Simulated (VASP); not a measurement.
A run of VASP 6.6.1:

INCAR

```
SYSTEM = Ru
PREC     = Accurate       ! precision mode
ENCUT    = 520            ! plane-wave cutoff, eV
EDIFF    = 1E-6           ! SCF threshold, eV
ISMEAR   = 0              ! smearing method
SIGMA    = 0.15           ! smearing width, eV
LREAL    = .FALSE.        ! projectors in reciprocal space
LASPH    = .TRUE.         ! aspherical terms in the spheres
NELM     = 80             ! most SCF steps
ALGO     = Normal         ! electronic algorithm
ISIF     = 2              ! what is computed and relaxed
LWAVE    = .FALSE.        ! write WAVECAR
LCHARG   = .FALSE.        ! write CHGCAR
GGA      = PS             ! functional
NBANDS   = 21             ! bands
```

File KPOINTS:

```
Automatic mesh
0
G
  18 18 10
  0 0 0
```

The input POSCAR:

```
Ru
1.0
    2.5391000000      0.0000000000      0.0000000000
   -1.2695500000      2.1989251028      0.0000000000
    0.0000000000      0.0000000000      4.1503000000
Ru
2
Direct
    0.3333333333      0.6666666667      0.2500000000
    0.6666666667      0.3333333333      0.7500000000
```

Potentials or basis: VASP PAW PBE potentials, release 64 (Ru_pv).

Run with:

```console
$ cat potpaw_PBE.64/Ru_pv/POTCAR > POTCAR
$ mpirun -np 1 vasp_std > vasp.out
```

Hardware: 1 thread of AMD EPYC 9R14 (Zen 4), on a shared host.

Task: How long does it take, and how much memory?

Result: Run time: 43 s on 1 thread of AMD EPYC 9R14 (Zen 4) (shared host), peak memory 0.16 GiB. Counts: scf iterations 11, k points 222.
